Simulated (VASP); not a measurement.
# BN (P6_3/mmc) in VASP: settings compared, part 2 of 2

VASP 6.6.1. The steps go on from the part before.

### Step 3. Relaxation of cell and atoms, PBEsol+D4

The input, INCAR:

```
ALGO = Normal
EDIFF = 1E-6
EDIFFG = -0.01
ENCUT = 600
GGA = PS
IBRION = 2
ISIF = 3
ISMEAR = -1
IVDW = 13
LASPH = True
LCHARG = False
LREAL = False
LWAVE = False
NELM = 60
NSW = 60
PREC = Accurate
SIGMA = 0.05
```

The input, KPOINTS:

```
k-points
0
Gamma
  12 12 4
```

The input, POSCAR:

```
BN
1.0
    2.4982400000      0.0000000000      0.0000000000
   -1.2491200000      2.1635393048      0.0000000000
    0.0000000000      0.0000000000      6.6357000000
N B
2 2
Direct
    0.6666666667      0.3333333333      0.2500000000
    0.3333333333      0.6666666667      0.7500000000
    0.6666666667      0.3333333333      0.7500000000
    0.3333333333      0.6666666667      0.2500000000
```

Potentials or basis: VASP PAW PBE potentials, release 64 (N, B).

Started as:

```sh
$ cat potpaw_PBE.64/N/POTCAR potpaw_PBE.64/B/POTCAR > POTCAR
$ mpirun -np 1 vasp_std > vasp.out
```

It took 3.2 min on 1 thread of Intel Xeon Platinum 8375C at 2.90GHz (Ice Lake), shared host; peak memory 0.16 GiB.

Results (log left out):

```
Free energy                            : -36.9457 eV
Relaxed volume                         : 8.70 Å³/atom
Relaxed cell                           : a = 2.503 Å, b = 2.503 Å, c = 6.416 Å, α = 90.00°, β = 90.00°, γ = 120.00°
Space group after relaxing (to 0.05 Å) : P6_3/mmc (No. 194)
Energy gained by relaxing              : 1.1 meV/atom
Ionic steps                            : 8
Pressure after relaxing                : -0.1 GPa
Band gap on the k mesh                 : 4.09 eV, indirect (least direct gap 4.47 eV)
Dispersion energy per atom             : -0.096 eV
```

The path:
```
step  energy change (eV)  largest force (eV/Å)  pressure (GPa)  volume (Å³)
   1              0.0000                0.0000            0.88        35.87
   2              0.0013                0.0000           -2.56        36.12
   3             -0.0008                0.0000           -0.44        35.96
   4             -0.0013                0.0000           -0.42        35.88
   5             -0.0025                0.0000           -0.34        35.62
   6             -0.0040                0.0000           -0.19        35.12
   7             -0.0030                0.0000            0.22        34.10
   8             -0.0044                0.0000           -0.08        34.80
```

Final structure:
```xyz
4
Lattice="2.5026 0.0000 0.0000 -1.2513 2.1673 0.0000 0.0000 0.0000 6.4157" Properties=species:S:1:pos:R:3 pbc="T T T"
N     1.2513    0.7224    1.6039
N     0.0000    1.4449    4.8118
B     1.2513    0.7224    4.8118
B     0.0000    1.4449    1.6039
```

Levels at points of the mesh, in eV from the valence-band top:
```
           k point  band 4  band 5  band 6  band 7  band 8  band 9  band 10  band 11  band 12
(0.00, 0.00, 0.00)   -3.94   -1.34   -1.34   -1.29   -1.29    5.25    10.56    11.47    11.47
(0.50, 0.00, 0.00)   -8.88   -4.18   -4.09   -1.62   -0.39    4.09     5.73     9.46     9.84
(0.00, 0.00, 0.50)   -5.38   -1.31   -1.31   -1.31   -1.31    7.85     7.85    11.55    11.55
(0.50, 0.00, 0.50)   -8.93   -4.13   -4.13   -0.97   -0.97    4.60     4.60     9.86     9.86
```

Caveat: the PAW data sets were made with another functional, which shifts forces and pressure a little. A k mesh can miss the band edges.

### Step 4. Single point, RPBE

This run uses another cell than the first one, of 8.43 Å³/atom, 0.940 times its volume.

The input, INCAR:

```
PREC = Accurate
ENCUT = 520
EDIFF = 1E-7
ISMEAR = -1
SIGMA = 0.05
LREAL = F
LASPH = T
NELM = 80
ALGO = Normal
ISIF = 2
LWAVE = F
LCHARG = F
GGA = RP
NBANDS = 16
```

The input, KPOINTS:

```
Automatic mesh
0
Gamma
  12 12 4
```

The input, POSCAR:

```
BN
1.0
    2.4472412002      0.0000000000      0.0000000000
   -1.2236206001      2.1193730486      0.0000000000
    0.0000000000      0.0000000000      6.5002395416
N B
2 2
Direct
    0.6666666667      0.3333333333      0.2500000000
    0.3333333333      0.6666666667      0.7500000000
    0.6666666667      0.3333333333      0.7500000000
    0.3333333333      0.6666666667      0.2500000000
```

Started as:

```sh
$ cat potpaw_PBE.64/N/POTCAR potpaw_PBE.64/B/POTCAR > POTCAR
$ mpirun -np 1 vasp_std > vasp.out
```

Wall time 29 s (1 thread of AMD EPYC 7R43 (Zen 3), shared host); peak memory 0.12 GiB.

Results (log left out):

```yaml
Free_energy: -33.4315 eV
Pressure: 26.9 GPa
Band_gap_on_the_k_mesh: 4.46 eV, indirect (least direct gap 4.88 eV)
```

Stress tensor (GPa, compression positive):
```
37.38  0.00  0.00
 0.00 37.38  0.00
 0.00  0.00  6.07
```

Levels at points of the mesh, in eV from the valence-band top:
```csv
k point,band 6,band 7,band 8,band 9,band 10,band 11
"(0.00, 0.00, 0.00)",-1.22,-1.18,-1.18,5.65,11.05,12.17
"(0.50, 0.00, 0.00)",-4.16,-1.54,-0.46,4.46,5.94,10.24
"(0.00, 0.00, 0.50)",-1.20,-1.20,-1.20,8.18,8.18,12.24
"(0.50, 0.00, 0.50)",-4.19,-0.98,-0.98,4.96,4.96,10.67
```

Caveat: the PAW data sets were made with another functional, which shifts forces and pressure a little; this functional lacks dispersion, which binds the layers, so the pressure and a relaxed spacing across them are unreliable. As with any semilocal functional, this RPBE gap is likely too small.

### Step 5. The runs side by side

| task | level | cell | cutoff (eV) | gap on the mesh (eV) | pressure (GPa) | relaxed volume (Å³/atom) |
| --- | --- | --- | --- | --- | --- | --- |
| relaxation of cell and atoms | PBEsol+D3(BJ) | relaxed from a = 2.498, b = 2.498, c = 6.636 Å, angles 90.0, 90.0, 120.0°, 4 atoms | 600 | 4.07 | 0.0 | 8.61 |
| relaxation of cell and atoms | PBEsol+D4 | relaxed from a = 2.498, b = 2.498, c = 6.636 Å, angles 90.0, 90.0, 120.0°, 4 atoms | 600 | 4.09 | -0.1 | 8.70 |
| single point | RPBE | a = 2.447, b = 2.447, c = 6.500 Å, angles 90.0, 90.0, 120.0°, 4 atoms | 520 | 4.46 | 26.9 | - |

Alike in all rows: potentials or basis VASP PAW PBE potentials, release 64 (N, B); no spin polarisation; k mesh 12 × 12 × 4; smearing fermi-dirac 0.05 eV.

Caveats: the PAW data sets were made with another functional, which shifts forces and pressure a little; this functional lacks dispersion, which binds the layers, so the pressure and a relaxed spacing across them are unreliable (some runs).

Absolute energies hang on the potentials; compare differences alone.
